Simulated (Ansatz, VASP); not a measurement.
## CoSi in VASP and in Ansatz

Contents of INCAR:

```
SYSTEM = CoSi
PREC = Accurate ; ENCUT = 600
EDIFF = 1E-7 ; ISMEAR = 0
SIGMA = 0.1 ; LREAL = .FALSE.
LASPH = .TRUE. ; NELM = 120
ALGO = Normal ; ISIF = 3
LWAVE = .FALSE. ; LCHARG = .FALSE.
GGA = PE ; IBRION = 2
NSW = 100 ; EDIFFG = -0.01
GGA_COMPAT = .FALSE. ; NELMIN = 4
```

KPOINTS

```
regular mesh
0
G
  8 8 8
  0 0 0
```

POSCAR

```
CoSi
1.0
    4.4380002000      0.0000000000      0.0000000000
    0.0000000000      4.4380002000      0.0000000000
    0.0000000000      0.0000000000      4.4380002000
Co Si
4 4
Direct
    0.1399999900      0.1399999900      0.1399999900
    0.3600000100      0.8600000100      0.6399999900
    0.6399999900      0.3600000100      0.8600000100
    0.8600000100      0.6399999900      0.3600000100
    0.8429999900      0.8429999900      0.8429999900
    0.6570000100      0.1570000100      0.3429999900
    0.3429999900      0.6570000100      0.1570000100
    0.1570000100      0.3429999900      0.6570000100
```

Input for Ansatz:

```yaml
crystal:
  lattice:
    - [4.4380002, 0.0, 0.0]
    - [0.0, 4.4380002, 0.0]
    - [0.0, 0.0, 4.4380002]
  atoms:
    - { symbol: Co, position: [0.13999999, 0.13999999, 0.13999999] }
    - { symbol: Co, position: [0.36000001, 0.86000001, 0.63999999] }
    - { symbol: Co, position: [0.63999999, 0.36000001, 0.86000001] }
    - { symbol: Co, position: [0.86000001, 0.63999999, 0.36000001] }
    - { symbol: Si, position: [0.84299999, 0.84299999, 0.84299999] }
    - { symbol: Si, position: [0.65700001, 0.15700001, 0.34299999] }
    - { symbol: Si, position: [0.34299999, 0.65700001, 0.15700001] }
    - { symbol: Si, position: [0.15700001, 0.34299999, 0.65700001] }
basis:
  ecutwfc: 420
kpoints:
  mp_grid: { grid: [8, 8, 8] }
hamiltonian:
  xc: pbe
scf:
  occupations: { method: gaussian, width: 0.1 }
output:
  forces: true
  stress: true
  eigenvalues: true
relax:
  adjacent_minimum: "off"
  f_tol: 0.01
  max_steps: 80
  cell: { stress_tol: 0.05 }
```

Alike in both runs: task relaxation of cell and atoms; functional PBE; k mesh 8 × 8 × 8; occupations gaussian, width 0.1 eV; no spin polarisation.

|  | VASP | Ansatz |
| --- | --- | --- |
| version | VASP 6.6.1 | Ansatz 0.2.0 |
| potentials or method | VASP PAW PBE potentials, release 64 (Co, Si), cutoff 600 eV | scalar-relativistic, plane waves, PAW |
| valence electrons in the cell | 52 | 84 |

```tsv
	VASP	Ansatz	Ansatz less VASP
gap on the k mesh at the Fermi level, each at its own relaxed structure (eV)	none	none	-
relaxed volume (Å³/atom)	10.86	10.87	+0.010
relaxed length of the cell vector where the two differ most in proportion (Å)	4.430	4.431	+0.0013
```

A gap of «none» marks a metal or a gap that the smearing closes. VASP's potentials hold 52 valence electrons a cell and Ansatz's 84, so a difference there can come from the potentials and not from the codes.
